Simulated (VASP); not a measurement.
Wanted: the native input for a VASP 6.6.1 run.

- Task: single point
- Functional: LDA
- Potentials or basis: VASP PAW LDA potentials, release 64 (Ba_sv, Ti_sv, O)
- Cutoff: 520 eV
- k mesh: 8 × 8 × 8
- Occupations: fermi-dirac, width 0.05 eV
- Spin: no spin polarisation
- Dipole correction: no
- Further INCAR settings: ALGO = Normal; EDIFF = 1e-07; NBANDS = 28

The structure of BaTiO3 lies in POSCAR:

```
BaTiO3
1.0
    4.0206133868      0.0000000000      0.0000000000
    0.0000000000      4.0206133868      0.0000000000
    0.0000000000      0.0000000000      4.0206133868
Ba Ti O
1 1 3
Direct
    0.5000000000      0.5000000000      0.5000000000
    0.0000000000      0.0000000000      0.0000000000
    0.5000000000      0.0000000000      0.0000000000
    0.0000000000      0.5000000000      0.0000000000
    0.0000000000      0.0000000000      0.5000000000
```

This cell differs from its parent crystal: volume scaled by 1.01.

One way to write it, as run:

INCAR

```
SYSTEM = BaTiO3
PREC = Accurate
ENCUT = 520
EDIFF = 1E-7
ISMEAR = -1
SIGMA = 0.05
LREAL = .False.
LASPH = .True.
NELM = 100
ALGO = Normal
ISIF = 2
LWAVE = .False.
LCHARG = .False.
GGA = CA
NBANDS = 28
```

KPOINTS

```
Automatic mesh
0
Gamma
  8 8 8
  0 0 0
```

Potentials or basis: VASP PAW LDA potentials, release 64 (Ba_sv, Ti_sv, O).

Command:

```sh
$ cat potpaw_LDA.64/Ba_sv/POTCAR potpaw_LDA.64/Ti_sv/POTCAR potpaw_LDA.64/O/POTCAR > POTCAR
$ mpirun -np 1 vasp_std > vasp.out
```

It gave:

```yaml
Pressure: -9.0 GPa
Band_gap_on_the_k_mesh: 1.63 eV, indirect (least direct gap 1.79 eV)
```

Caveat: spin-orbit coupling is left out, which moves the levels of the heavy elements.

Wall time 65 s on 1 thread of Intel(R) Xeon(R) Platinum 8488C (Sapphire Rapids), with other jobs on the host, peak memory 0.19 GiB.
